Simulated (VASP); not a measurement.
# Al9N in VASP: further runs

Al9N is run at these levels: PBE; tasks: single point.

All numbers are computed with VASP 6.6.1; they aren't measurements. Logs are shortened: lines on timing, memory, paths and dates and some standing lists are left out, and cuts for length are marked.

**1. The cell of the first run**

The cell holds a slab with vacuum, 20 atoms: a = 5.707 Å, b = 9.806 Å, c = 22.790 Å, α = 90.00°, β = 90.00°, γ = 98.37°.

**2. Single point, PBE**

The input, INCAR:

```
PREC = Accurate
ENCUT = 520
EDIFF = 1E-6
ISMEAR = 0
SIGMA = 0.1
LREAL = Auto
LASPH = True
NELM = 100
ALGO = Normal
ISIF = 2
LWAVE = False
LCHARG = True
LDIPOL = True
IDIPOL = 3
DIPOL = 0.5 0.5 0.308
GGA = PE
LELF = True
LVHAR = True
LVACPOTAV = True
NBANDS = 48
```

The input, KPOINTS:

```
regular mesh
0
Gamma
  5 3 1
```

The input, POSCAR:

```
Al9N
1.0
    5.7070863110      0.0000000000      0.0000000000
   -1.4267715777      9.7014842372      0.0000000000
    0.0000000000      0.0000000000     22.7903703877
Al N
18 2
Direct
    0.2662216041      0.0648864163      0.1755127245
    0.7662216041      0.0648864163      0.1755127245
    0.3354806058      0.3419224231      0.2192029851
    0.8354806058      0.3419224231      0.2192029851
    0.1493324061      0.5973296244      0.2279410371
    0.6493324061      0.5973296244      0.2279410371
    0.4631842064      0.8527368258      0.2366790893
    0.9631842064      0.8527368258      0.2366790893
    0.0319772075      0.1277109158      0.2808262501
    0.5319772075      0.1277109158      0.2808262501
    0.0997917578      0.4042231245      0.3301071117
    0.5997917578      0.4042231245      0.3301071117
    0.4144000538      0.6596656467      0.3369822073
    0.9144000538      0.6596656467      0.3369822073
    0.2263076930      0.9110819227      0.3449259125
    0.7263076930      0.9110819227      0.3449259125
    0.2962427187      0.1814071959      0.3857054641
    0.7962427187      0.1814071959      0.3857054641
    0.3886973130      0.9110819227      0.5436669162
    0.5639180729      0.9110819227      0.5436669162
```

Potentials or basis: VASP PAW PBE potentials, release 64 (Al, N).

Started as:

```
$ cat potpaw_PBE.64/Al/POTCAR potpaw_PBE.64/N/POTCAR > POTCAR
$ mpirun -np 1 vasp_std > vasp.out
```

OUTCAR:

```text
PREC = Accurate
   ENCUT = 520
   EDIFF = 1E-6
   ISMEAR = 0
   LREAL = Auto
   LASPH = True
   NELM = 100
   ISIF = 2
   GGA = PE

 ion  position               nearest neighbor table
   1  0.266  0.065  0.176-   2 2.85   2 2.85   9 2.86  10 2.86   7 2.87   3 2.87   8 2.87
   2  0.766  0.065  0.176-   1 2.85   1 2.85  10 2.86   9 2.86   8 2.87   4 2.87   7 2.87
   3  0.335  0.342  0.219-   4 2.85   4 2.85   6 2.87   5 2.87   1 2.87   9 2.89  10 2.89  12 2.96
                            11 2.97
   4  0.835  0.342  0.219-   3 2.85   3 2.85   5 2.87   6 2.87   2 2.87  10 2.89   9 2.89  11 2.96
                            12 2.97
   5  0.149  0.597  0.228-   6 2.85   6 2.85   4 2.87   3 2.87   7 2.87   8 2.87  13 2.93  14 2.93
                            11 2.99
   6  0.649  0.597  0.228-   5 2.85   5 2.85   3 2.87   4 2.87   8 2.87   7 2.87  14 2.93  13 2.93
                            12 2.99
   7  0.463  0.853  0.237-  10 2.85   8 2.85   8 2.85   5 2.87   1 2.87   6 2.87   2 2.87  16 2.90
                            15 2.91  13 2.96
   8  0.963  0.853  0.237-   9 2.85   7 2.85   7 2.85   6 2.87   2 2.87   5 2.87   1 2.87  15 2.90
                            16 2.91  14 2.96
   9  0.032  0.128  0.281-  18 2.83  17 2.83   8 2.85  10 2.85  10 2.85   1 2.86   2 2.86   3 2.89
                             4 2.89  11 2.91  15 2.93  16 2.93
  10  0.532  0.128  0.281-  17 2.83  18 2.83   7 2.85   9 2.85   9 2.85   2 2.86   1 2.86   4 2.89
                             3 2.89  12 2.91  16 2.93  15 2.93
  11  0.100  0.404  0.330-  12 2.85  12 2.85  14 2.86  13 2.87  18 2.88  17 2.89   9 2.91   4 2.96
                             3 2.97   5 2.99
  12  0.600  0.404  0.330-  11 2.85  11 2.85  13 2.86  14 2.87  17 2.88  18 2.89  10 2.91   3 2.96
                             4 2.97   6 2.99
  13  0.414  0.660  0.337-  16 2.83  15 2.83  14 2.85  14 2.85  12 2.86  11 2.87   5 2.93   6 2.93
                             7 2.96
  14  0.914  0.660  0.337-  15 2.83  16 2.83  13 2.85  13 2.85  11 2.86  12 2.87   6 2.93   5 2.93
                             8 2.96
  15  0.226  0.911  0.345-  17 2.78  14 2.83  13 2.83  16 2.85  16 2.85   8 2.90   7 2.91   9 2.93
                            10 2.93
  16  0.726  0.911  0.345-  18 2.78  13 2.83  14 2.83  15 2.85  15 2.85   7 2.90   8 2.91  10 2.93
                             9 2.93
  17  0.296  0.181  0.386-  15 2.78  10 2.83   9 2.83  18 2.85  18 2.85  12 2.88  11 2.89
  18  0.796  0.181  0.386-  16 2.78   9 2.83  10 2.83  17 2.85  17 2.85  11 2.88  12 2.89
  19  0.389  0.911  0.544-  20 1.00
  20  0.564  0.911  0.544-  19 1.00

  LATTYP: Found a simple monoclinic cell.
 ALAT       =     5.7070863110
 B/A-ratio  =     3.9933460168
 C/A-ratio  =     1.7181865164
 COS(beta)  =    -0.1455022476

  Lattice vectors:

 A1 = (   5.7070863110,   0.0000000000,   0.0000000000)
 A2 = (   0.0000000000,   0.0000000000, -22.7903703877)
 A3 = (  -1.4267715777,   9.7014842372,   0.0000000000)

Analysis of symmetry for initial positions (statically):
=====================================================================
 Subroutine PRICEL returns:
 Original cell was already a primitive cell.

 Routine SETGRP: Setting up the symmetry group for a
 simple monoclinic supercell.

 Subroutine GETGRP returns: Found  1 space group operations
 (whereof  1 operations were pure point group operations)
 out of a pool of  4 trial point group operations.

The static configuration has the point symmetry C_1 .

Analysis of symmetry for dynamics (positions and initial velocities):
=====================================================================
 Subroutine PRICEL returns:
 Original cell was already a primitive cell.

 Routine SETGRP: Setting up the symmetry group for a
 simple monoclinic supercell.

 Subroutine GETGRP returns: Found  1 space group operations
 (whereof  1 operations were pure point group operations)
 out of a pool of  4 trial point group operations.

The dynamic configuration has the point symmetry C_1 .

 Subroutine INISYM returns: Found  1 space group operations
 (whereof  1 operations are pure point group operations),
 and found     1 'primitive' translations

----------------------------------------------------------------------------------------

                                     Primitive cell

  volume of cell :    1261.8392

  direct lattice vectors                    reciprocal lattice vectors
     5.707086311  0.000000000  0.000000000     0.175220760  0.025769253  0.000000000
    -1.426771578  9.701484237  0.000000000     0.000000000  0.103077011  0.000000000
     0.000000000  0.000000000 22.790370388     0.000000000  0.000000000  0.043878181

  length of vectors
     5.707086311  9.805838747 22.790370388     0.177105531  0.103077011  0.043878181

  position of ions in fractional coordinates (direct lattice)
     0.266221604  0.064886416  0.175512725
     0.766221604  0.064886416  0.175512725
     0.335480606  0.341922423  0.219202985
     0.835480606  0.341922423  0.219202985
     0.149332406  0.597329624  0.227941037
     0.649332406  0.597329624  0.227941037
[... 12 lines left out ...]
     0.388697313  0.911081923  0.543666916
     0.563918073  0.911081923  0.543666916

  ion indices of the primitive-cell ions
   primitive index   ion index
                 1           1
                 2           2
                 3           3
                 4           4
                 5           5
                 6           6
[... 12 lines left out ...]
                19          19
                20          20

----------------------------------------------------------------------------------------

 KPOINTS: regular mesh

Automatic generation of k-mesh.
 Grid dimensions read from file:
 generate k-points for:    5    3    1

 Generating k-lattice:

  Cartesian coordinates                     Fractional coordinates (reciprocal lattice)
     0.035044152  0.005153851  0.000000000     0.200000000  0.000000000  0.000000000
     0.000000000  0.034359004  0.000000000     0.000000000  0.333333333  0.000000000
     0.000000000  0.000000000  0.043878181     0.000000000  0.000000000  1.000000000

  Length of vectors
     0.035421106  0.034359004  0.043878181

  Shift w.r.t. Gamma in fractional coordinates (k-lattice)
     0.000000000  0.000000000  0.000000000

 Subroutine IBZKPT returns following result:
 ===========================================

 Found      8 irreducible k-points:

 Following reciprocal coordinates:
            Coordinates               Weight
  0.000000  0.000000  0.000000      1.000000
  0.200000 -0.000000  0.000000      2.000000
  0.400000  0.000000  0.000000      2.000000
  0.000000  0.333333  0.000000      2.000000
  0.200000  0.333333  0.000000      2.000000
  0.400000  0.333333  0.000000      2.000000
 -0.400000  0.333333  0.000000      2.000000
 -0.200000  0.333333  0.000000      2.000000
   k-points           NKPTS =      8   k-points in BZ     NKDIM =      8   number of bands    NBANDS=     48
   number of dos      NEDOS =    301   number of ions     NIONS =     20
   total plane-waves  NPLWV = 604800
   dimension x,y,z NGX =    42 NGY =   80 NGZ =  180
   dimension x,y,z NGXF=    84 NGYF=  160 NGZF=  360
   ions per type =              18   2
   NGX,Y,Z   is equivalent  to a cutoff of  12.23, 13.56, 13.13 a.u.
   NGXF,Y,Z  is equivalent  to a cutoff of  24.47, 27.13, 26.26 a.u.
 SYSTEM =  unknown system
   PREC   = accura    normal or accurate (medium, high low for compatibility)
   ISTART =      0    job   : 0-new  1-cont  2-samecut
   ICHARG =      2    charge: 1-file 2-atom 10-const
   ISPIN  =      1    spin polarized calculation?
   LNONCOLLINEAR =      F non collinear calculations
   LSORBIT =      F    spin-orbit coupling
   LASPH  =      T    aspherical Exc in radial PAW
   ENCUT  =  520.0 eV  38.22 Ry    6.18 a.u.  10.61 18.23 42.37*2*pi/ulx,y,z
   NELM   =    100;   NELMIN=  2; NELMDL= -5     # of ELM steps
   EDIFF  = 0.1E-05   stopping-criterion for ELM
   LREAL  =      T    real-space projection
   EDIFFG = 0.1E-04   stopping-criterion for IOM
   NSW    =      0    number of steps for IOM
   IBRION =     -1    ionic relax: 0-MD 1-quasi-New 2-CG
   NFREE  =      0    steps in history (QN), initial steepest desc. (CG)
   ISIF   =      2    stress and relaxation
   ISYM   =      2    0-nonsym 1-usesym 2-fastsym
   POTIM  = 0.5000    time-step for ionic-motion
   TEBEG  =    0.0;   TEEND  =   0.0 temperature during run
   PSTRESS=    0.0 pullay stress
   NELECT =      64.0000    total number of electrons
   NUPDOWN=      -1.0000    fix difference up-down
   EMIN   =  10.00;   EMAX   =-10.00  energy-range for DOS
   EFERMI =   0.00;   METHOD = LEGACY
   ISMEAR =     0;   SIGMA  =   0.10  broadening in eV -4-tet -1-fermi 0-gaus
   EFERMI_NEDOS =   21; number of points for ismear=-14 and -15
   IALGO  =     38    algorithm
   IMIX   =      4    mixing-type and parameters
     AMIX     =   0.40;   BMIX     =  1.00
     AMIX_MAG =   1.60;   BMIX_MAG =  1.00
  volume/ion in A,a.u.               =      63.09       425.77
  Fermi-wavevector in a.u.,A,eV,Ry     =   0.605992  1.145159  4.996416  0.367226
  Thomas-Fermi vector in A             =   1.659921
   LORBIT       =      0    0 simple, 1 ext, 2 COOP (PROOUT), +10 PAW based schemes
   GGA     = PE    functional components
   LHFCALC =     F    Hartree Fock is set to
   AEXX    =    0.0000 exact exchange contribution
   IVDW    =     0    specifies the selected vdW correction
   LEPSILON=     F    determine dielectric tensor
   LRPA    =     F    only Hartree local field effects (RPA)
 non-spin polarized calculation
 Gauss-broadening in eV      SIGMA  =   0.10
  energy-cutoff  :      520.00
  volume of cell :     1261.84
 maximum number of plane-waves:     34010
   NGX = 21   NGY = 37   NGZ = 85

 dipolmoment           0.000000      0.000000      0.012859 electrons x Angstroem

 number of electron      64.0000001 magnetization

 dipolmoment           0.000000      0.000000     -0.003448 electrons x Angstroem

 Free energy of the ion-electron system (eV)
  ---------------------------------------------------
  ext. energy  EPLUGINS =         0.00000000
  ---------------------------------------------------
  free energy    TOTEN  =       -76.60940542 eV

  energy without entropy =      -76.56325901  energy(sigma->0) =      -76.58633222

 E-fermi :  -1.1040     XC(G=0):  -3.5764

 val. band max:       -1.1240592332   @ k =   0.0000   0.3333   0.0000
 cond. band min:      -1.0871787072   @ k =   0.2000  -0.0000   0.0000
 fundamental gap:      0.0368805260
 Fermi energy:        -1.1039648906

 k-point     1 :       0.0000    0.0000    0.0000
  band No.  band energies     occupation
      1     -26.8404      2.00000
      2     -11.1734      2.00000
      3      -9.6326      2.00000
      4      -9.5571      2.00000
      5      -9.5338      2.00000
      6      -9.4468      2.00000
[... 36 lines left out ...]
     43       0.9410      0.00000
     44       0.9650      0.00000

 k-point     2 :       0.2000   -0.0000    0.0000
  band No.  band energies     occupation
      1     -26.8404      2.00000
      2     -10.9889      2.00000
      3      -9.5671      2.00000
      4      -9.5595      2.00000
      5      -9.4464      2.00000
      6      -9.4455      2.00000
[... 274 lines left out ...]
 k-point     8 :      -0.2000    0.3333    0.0000
  band No.  band energies     occupation
      1     -26.8404      2.00000
      2     -10.8811      2.00000
      3     -10.1351      2.00000
      4      -9.5669      2.00000
      5      -9.4464      2.00000
      6      -9.4456      2.00000
[... 36 lines left out ...]
     43       0.9959      0.00000
     44       1.1287      0.00000
 [bands above 44 left out]

------------------------ aborting loop because EDIFF is reached ----------------------------------------

  FORCE on cell =-STRESS in cart. coord.  units (eV):
  Direction    XX          YY          ZZ          XY          YZ          ZX
  --------------------------------------------------------------------------------------
  -------------------------------------------------------------------------------------
  Total       14.3796683    -12.7689297     -0.3148266      0.0753601     -0.5765190      0.0096444
  in kB       18.2580942    -16.2129138     -0.3997403      0.0956859     -0.7320153      0.0122457
  external PRESSURE =       0.5484800 kB  Pullay stress =       0.0000000 kB

 VOLUME and BASIS-vectors are now :
 -----------------------------------------------------------------------------
  energy-cutoff  :      520.00
  volume of cell :     1261.84
      direct lattice vectors                 reciprocal lattice vectors
     5.707086311  0.000000000  0.000000000     0.175220760  0.025769253  0.000000000
    -1.426771578  9.701484237  0.000000000     0.000000000  0.103077011  0.000000000
     0.000000000  0.000000000 22.790370388     0.000000000  0.000000000  0.043878181

 POSITION                                       TOTAL-FORCE (eV/Angst)
 -----------------------------------------------------------------------------------
      1.42677      0.62949      4.00000        -0.006518      0.156035      0.032533
      4.28031      0.62949      4.00000        -0.005916      0.155837      0.032569
      1.42677      3.31715      4.99572         0.005627      0.035135      0.061746
      4.28031      3.31715      4.99572         0.005830      0.035434      0.061463
      0.00000      5.79498      5.19486        -0.000691     -0.073677      0.029879
      2.85354      5.79498      5.19486        -0.001754     -0.074162      0.029478
[... 12 lines left out ...]
      0.91842      8.83885     12.39037       -26.429862     -0.001198      0.005183
      1.91842      8.83885     12.39037        26.430913     -0.001072      0.005279
 -----------------------------------------------------------------------------------
    total drift:                               -0.007622     -0.032823     -0.007737

  FREE ENERGIE OF THE ION-ELECTRON SYSTEM (eV)
  ---------------------------------------------------
  free  energy   TOTEN  =       -76.6094054233 eV

  energy  without entropy=      -76.5632590136  energy(sigma->0) =      -76.58633222

 vacuum level on the upper side and lower side of the slab         3.053         3.065
```

It took 12 min on 1 thread of AMD EPYC 9R45 (Zen 5), shared host; peak memory 1.1 GiB.

What came out:

| Item | Value |
| --- | --- |
| Free energy | -76.6094 eV |
| Largest force | 26.431 eV/Å |
| Band gap on the k mesh | zero (bands 32 and 33 overlap by 0.73 eV) |

Forces in eV/Å, atoms in the order of the input:
```
Al   -0.007   0.156   0.033
Al   -0.006   0.156   0.033
Al    0.006   0.035   0.062
Al    0.006   0.035   0.061
Al   -0.001  -0.074   0.030
Al   -0.002  -0.074   0.029
Al    0.002  -0.101  -0.119
Al    0.003  -0.100  -0.119
Al    0.000   0.009  -0.002
Al    0.000   0.010  -0.003
Al    0.004  -0.012   0.000
Al    0.004  -0.011  -0.001
Al   -0.005  -0.008  -0.004
Al   -0.004  -0.009  -0.003
Al   -0.003   0.000  -0.001
Al   -0.002   0.000   0.000
Al    0.002  -0.005  -0.003
Al    0.003  -0.005  -0.002
N   -26.430  -0.001   0.005
N    26.431  -0.001   0.005
```

Caveat: the standard files for N, O and F lose accuracy on very short bonds.

**3. Single point, PBE**

The input, INCAR:

```
SYSTEM = Al9N
PREC = Accurate
ENCUT = 520
EDIFF = 1E-7
ISMEAR = 0
SIGMA = 0.1
LREAL = Auto
LASPH = .TRUE.
NELM = 60
ALGO = Normal
ISIF = 2
LWAVE = .FALSE.
LCHARG = .FALSE.
LDIPOL = .TRUE.
IDIPOL = 3
DIPOL = 0.5 0.5 0.296
GGA = PE
NBANDS = 48
```

The input, KPOINTS:

```
Automatic mesh
0
G
  5 3 1
  0 0 0
```

POSCAR, as its differences from that of step 2:

```diff
@@ -26,3 +26,3 @@
     0.7962427187      0.1814071959      0.3857054641
-    0.3886973130      0.9110819227      0.5436669162
-    0.5639180729      0.9110819227      0.5436669162
+    0.3799362750      0.9110819227      0.4208080090
+    0.5726791109      0.9110819227      0.4208080090
```

Potentials or basis: VASP PAW PBE potentials, release 64 (Al, N).

Started as:

```
$ cat potpaw_PBE.64/Al/POTCAR potpaw_PBE.64/N/POTCAR > POTCAR
$ mpirun -np 1 vasp_std > vasp.out
```

Wall time 12 min (1 thread of AMD EPYC 9R45 (Zen 5), shared host); peak memory 1.1 GiB.

The run converged. Its results:

| Quantity | Value |
| --- | --- |
| Free energy | -75.9930 eV |
| Largest force | 11.057 eV/Å |
| Band gap on the k mesh | zero (bands 32 and 33 overlap by 0.40 eV) |

Forces on the atoms (eV/Å):
```
Al    0.087   0.156   0.089
Al   -0.095   0.150   0.100
Al   -0.040   0.067   0.039
Al    0.049   0.015   0.052
Al   -0.052  -0.104   0.055
Al    0.020  -0.059   0.060
Al    0.036  -0.069  -0.015
Al   -0.041  -0.177  -0.271
Al    0.023   0.108  -0.055
Al   -0.016  -0.041   0.124
Al    0.002  -0.176  -0.051
Al    0.010   0.018  -0.064
Al    0.021  -0.411  -0.378
Al   -0.048   0.031  -0.022
Al   -1.420  -0.162  -1.280
Al    1.448  -0.206  -1.282
Al   -0.211   0.490   0.002
Al    0.205   0.527   0.016
N   -10.942  -0.115   1.464
N    10.966  -0.041   1.417
```

Levels at points of the mesh, in eV from the Fermi level:
| k point | band 30 | band 31 | band 32 | band 33 | band 34 | band 35 |
| --- | --- | --- | --- | --- | --- | --- |
| (0.00, 0.00, 0.00) | -0.93 | -0.65 | -0.57 | -0.29 | -0.24 | 0.20 |

Caveat: the standard files for N, O and F lose accuracy on very short bonds.

[end of part 1 of 3]
